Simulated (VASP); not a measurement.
Wanted: the native input for a VASP 6.6.1 run.

* Task: single point
* Functional: PBE
* Potentials or basis: VASP PAW PBE potentials, release 64 (Ba_sv, O_h)
* Cutoff: 1340 eV
* k mesh: 6 × 6 × 6
* Occupations: gaussian, width 0.01 eV
* Spin: no spin polarisation
* Dipole correction: no
* Further INCAR settings: ALGO = Normal; EDIFF = 1e-06; NBANDS = 15

The structure of BaO lies in POSCAR:

```
BaO
1.0
    0.0000000000      2.6352809214      2.6352809214
    2.6352809214      0.0000000000      2.6352809214
    2.6352809214      2.6352809214      0.0000000000
Ba O
1 1
Direct
    0.0000000000      0.0000000000      0.0000000000
    0.5000000000      0.5000000000      0.5000000000
```

One way to write it, as run:

INCAR

```
SYSTEM = BaO
PREC = Accurate ; ENCUT = 1340
EDIFF = 1E-6 ; ISMEAR = 0
SIGMA = 0.01 ; LREAL = .False.
LASPH = .True. ; NELM = 120
ALGO = Normal ; ISIF = 2
LWAVE = .False. ; LCHARG = .True.
GGA = PE ; LELF = .True.
LVHAR = .True. ; NBANDS = 15
GGA_COMPAT = .False.
```

KPOINTS

```
Automatic mesh
0
Gamma
  6 6 6
  0 0 0
```

Potentials or basis: VASP PAW PBE potentials, release 64 (Ba_sv, O_h).

Run with:

```console
$ cat potpaw_PBE.64/Ba_sv/POTCAR potpaw_PBE.64/O_h/POTCAR > POTCAR
$ mpirun -np 1 vasp_std > vasp.out
```

Results of the run:

```
Pressure               : 20.1 GPa
Band gap on the k mesh : 1.33 eV
```

Caveat: the cell stands under pressure; spin-orbit coupling is left out, which moves the levels of the heavy elements.

Run time: 44 s on 1 thread of Intel(R) Xeon(R) Platinum 8259CL CPU @ 2.50GHz (Skylake/Cascade Lake), on a shared host, peak memory 0.34 GiB.
